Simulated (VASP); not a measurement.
# RbHoBr4 (P4/mmm) in VASP: a series of runs, part 2 of 2

VASP 6.6.1.

## Step 4: Single point, PBE (44.84 Å³/atom)

This run uses another cell than the first one, of 44.84 Å³/atom.

Contents of INCAR:

```
SYSTEM = RbHoBr4
PREC     = Accurate       ! precision mode
ENCUT    = 500            ! plane-wave cutoff, eV
EDIFF    = 1E-6           ! SCF threshold, eV
ISMEAR   = 0              ! smearing method
SIGMA    = 0.02           ! smearing width, eV
LREAL    = .FALSE.        ! projectors in reciprocal space
LASPH    = .TRUE.         ! aspherical terms in the spheres
NELM     = 200            ! most SCF steps
ALGO     = Normal         ! electronic algorithm
ISIF     = 2              ! what is computed and relaxed
LWAVE    = .FALSE.        ! write WAVECAR
LCHARG   = .FALSE.        ! write CHGCAR
GGA      = PE             ! functional
NBANDS   = 32             ! bands
GGA_COMPAT= .FALSE.      
LMAXMIX  = 6              ! l up to which the mixer works
```

Contents of KPOINTS:

```
regular mesh
0
G
  4 4 4
  0 0 0
```

Contents of POSCAR:

```
RbHoBr4
1.0
    5.4798774743      0.0000000000      0.0000000000
    0.0000000000      5.4798774743      0.0000000000
    0.0000000000      0.0000000000      8.9601841991
Rb Ho Br
1 1 4
Direct
    0.0000000000      0.0000000000      0.0000000000
    0.5000000000      0.5000000000      0.5000000000
    0.5000000000      0.5000000000      0.8069621969
    0.5000000000      0.5000000000      0.1930378031
    0.5000000000      0.0000000000      0.5000000000
    0.0000000000      0.5000000000      0.5000000000
```

On the command line:

```console
$ cat potpaw_PBE.64/Rb_sv/POTCAR potpaw_PBE.64/Ho_3/POTCAR potpaw_PBE.64/Br/POTCAR > POTCAR
$ mpirun -np 1 vasp_std > vasp.out
```

Run time: 2.1 min. Hardware: 1 thread of Intel Xeon Platinum 8488C (Sapphire Rapids), shared host; peak memory 0.4 GiB.

It converged, with:

```yaml
Free_energy: -22.5908 eV
Pressure: 0.5 GPa
Largest_force: 0.009 eV/Å
Band_gap_on_the_k_mesh: 3.12 eV
```

Forces in eV/Å, atoms in the order of the input:
```
Rb   0.000  0.000  0.000
Ho   0.000  0.000  0.000
Br   0.000  0.000  0.009
Br   0.000  0.000 -0.009
Br   0.000  0.000  0.000
Br   0.000  0.000  0.000
```

Levels at points of the mesh, in eV from the valence-band top:
| k point | band 20 | band 21 | band 22 | band 23 | band 24 | band 25 | band 26 | band 27 |
| --- | --- | --- | --- | --- | --- | --- | --- | --- |
| (0.00, 0.00, 0.00) | -0.82 | -0.69 | -0.69 | 0.00 | 3.12 | 3.61 | 4.05 | 4.05 |
| (0.50, 0.00, 0.00) | -0.79 | -0.71 | -0.20 | -0.11 | 4.09 | 4.62 | 4.85 | 5.21 |
| (0.50, 0.50, 0.00) | -0.34 | -0.31 | -0.20 | -0.20 | 5.21 | 5.21 | 5.41 | 5.58 |
| (0.00, 0.00, 0.50) | -0.91 | -0.91 | -0.45 | -0.45 | 3.12 | 3.90 | 3.90 | 4.14 |
| (0.50, 0.00, 0.50) | -1.03 | -0.69 | -0.49 | -0.43 | 3.91 | 4.62 | 4.68 | 4.85 |
| (0.50, 0.50, 0.50) | -0.75 | -0.43 | -0.43 | -0.34 | 5.01 | 5.02 | 5.02 | 5.58 |

Caveat: spin-orbit coupling is left out, which moves the levels of the heavy elements; the 4f electrons are frozen in the core, so they carry no moment and show no levels. A k mesh can miss the band edges.

## Step 5: Single point, PBE

This run uses another cell than the first one, of 46.23 Å³/atom.

Contents of INCAR:

```
SYSTEM = RbHoBr4
PREC = Accurate ; ENCUT = 500
EDIFF = 1E-6 ; ISMEAR = 0
SIGMA = 0.02 ; LREAL = .False.
LASPH = .True. ; NELM = 200
ALGO = Normal ; ISIF = 2
LWAVE = .False. ; LCHARG = .True.
GGA = PE ; LELF = .True.
LVHAR = .True. ; NBANDS = 32
GGA_COMPAT = .False. ; LMAXMIX = 6
```

Contents of KPOINTS:

```
regular mesh
0
Gamma
  4 4 4
  0 0 0
```

Contents of POSCAR:

```
RbHoBr4
1.0
    5.5270935291      0.0000000000      0.0000000000
    0.0000000000      5.5270935291      0.0000000000
    0.0000000000      0.0000000000      9.0801552123
Rb Ho Br
1 1 4
Direct
    0.0000000000      0.0000000000      0.0000000000
    0.5000000000      0.5000000000      0.5000000000
    0.5000000000      0.5000000000      0.8039636520
    0.5000000000      0.5000000000      0.1960363480
    0.5000000000      0.0000000000      0.5000000000
    0.0000000000      0.5000000000      0.5000000000
```

Potentials or basis: VASP PAW PBE potentials, release 64 (Rb_sv, Ho_3, Br), 4f in core.

On the command line:

```console
$ cat potpaw_PBE.64/Rb_sv/POTCAR potpaw_PBE.64/Ho_3/POTCAR potpaw_PBE.64/Br/POTCAR > POTCAR
$ mpirun -np 1 vasp_std > vasp.out
```

OUTCAR:

```text
SYSTEM = RbHoBr4
   PREC = Accurate
   ENCUT = 500
   EDIFF = 1E-6
   ISMEAR = 0
   LREAL = .False.
   LASPH = .True.
   NELM = 200
   ISIF = 2
   GGA = PE

 ion  position               nearest neighbor table
   1  0.000  0.000  0.000-   3 4.29   4 4.29   3 4.29   4 4.29   3 4.29   4 4.29   3 4.29   4 4.29

   2  0.500  0.500  0.500-   3 2.76   4 2.76   5 2.76   6 2.76   5 2.76   6 2.76
   3  0.500  0.500  0.804-   2 2.76   1 4.29   1 4.29   1 4.29   1 4.29
   4  0.500  0.500  0.196-   2 2.76   1 4.29   1 4.29   1 4.29   1 4.29
   5  0.500  0.000  0.500-   2 2.76   2 2.76
   6  0.000  0.500  0.500-   2 2.76   2 2.76

[... 828 lines left out ...]
  Total        0.0321138      0.0321138      0.0891092      0.0000000      0.0000000      0.0000000
  in kB        0.1854879      0.1854879      0.5146905      0.0000000      0.0000000      0.0000000
  external PRESSURE =       0.2952221 kB  Pullay stress =       0.0000000 kB

 VOLUME and BASIS-vectors are now :
 -----------------------------------------------------------------------------
  energy-cutoff  :      500.00
  volume of cell :      277.39
      direct lattice vectors                 reciprocal lattice vectors
     5.527093529  0.000000000  0.000000000     0.180926918  0.000000000  0.000000000
     0.000000000  5.527093529  0.000000000     0.000000000  0.180926918  0.000000000
     0.000000000  0.000000000  9.080155212     0.000000000  0.000000000  0.110130276

 POSITION                                       TOTAL-FORCE (eV/Angst)
 -----------------------------------------------------------------------------------
      0.00000      0.00000      0.00000        -0.000000     -0.000000     -0.000000
      2.76355      2.76355      4.54008        -0.000000     -0.000000     -0.000000
      2.76355      2.76355      7.30011        -0.000000      0.000000      0.012451
      2.76355      2.76355      1.78004         0.000000      0.000000     -0.012451
      2.76355      0.00000      4.54008        -0.000000     -0.000000     -0.000000
      0.00000      2.76355      4.54008        -0.000000     -0.000000     -0.000000
 -----------------------------------------------------------------------------------
    total drift:                                0.000000     -0.000000     -0.000000

  FREE ENERGIE OF THE ION-ELECTRON SYSTEM (eV)
  ---------------------------------------------------
  free  energy   TOTEN  =       -22.6051894297 eV

  energy  without entropy=      -22.6051894297  energy(sigma->0) =      -22.60518943
```

stdout:

```text
POSCAR found type information on POSCAR RbHoBr
 POSCAR found :  3 types and       6 ions
 scaLAPACK will be used
 LDA part: xc-table for (Slater+PW92), standard interpolation
 POSCAR, INCAR and KPOINTS ok, starting setup
 FFT: planning ... GRIDC
 FFT: planning ... GRID_SOFT
 FFT: planning ... GRID
 WAVECAR not read
 entering main loop
```

Run time: 2.1 min. Hardware: 1 thread of Intel Xeon Platinum 8488C (Sapphire Rapids), shared host; peak memory 0.41 GiB.

Results:

- Free energy: -22.6052 eV
- Pressure: 0.0 GPa
- Largest force: 0.012 eV/Å
- Band gap on the k mesh: 3.23 eV

Forces on the atoms (eV/Å):
```
Rb   0.000  0.000  0.000
Ho   0.000  0.000  0.000
Br   0.000  0.000  0.012
Br   0.000  0.000 -0.012
Br   0.000  0.000  0.000
Br   0.000  0.000  0.000
```

Caveat: spin-orbit coupling is left out, which moves the levels of the heavy elements; the 4f electrons are frozen in the core, so they carry no moment and show no levels. A k mesh can miss the band edges.

## Step 6: Overview

```tsv
cell	gap on the mesh (eV)	pressure (GPa)	largest force (eV/Å)
a = 5.373, b = 5.373, c = 8.743 Å, 6 atoms, atomic positions A	2.90	2.0	0.01
a = 5.428, b = 5.428, c = 8.851 Å, 6 atoms, atomic positions B	3.01	1.2	0.01
a = 5.480, b = 5.480, c = 8.960 Å, 6 atoms, atomic positions C	3.12	0.5	0.01
a = 5.527, b = 5.527, c = 9.080 Å, 6 atoms, atomic positions D	3.23	0.0	0.01
```

Alike in all rows: task single point; level PBE; potentials or basis VASP PAW PBE potentials, release 64 (Rb_sv, Ho_3, Br), 4f in core; no spin polarisation; k mesh 4 × 4 × 4; cutoff (eV) 500; smearing gaussian 0.02 eV.

Caveats: spin-orbit coupling is left out, which moves the levels of the heavy elements; the 4f electrons are frozen in the core, so they carry no moment and show no levels.

Total energies depend on the potentials used, so only differences within one code and one set of settings carry meaning.
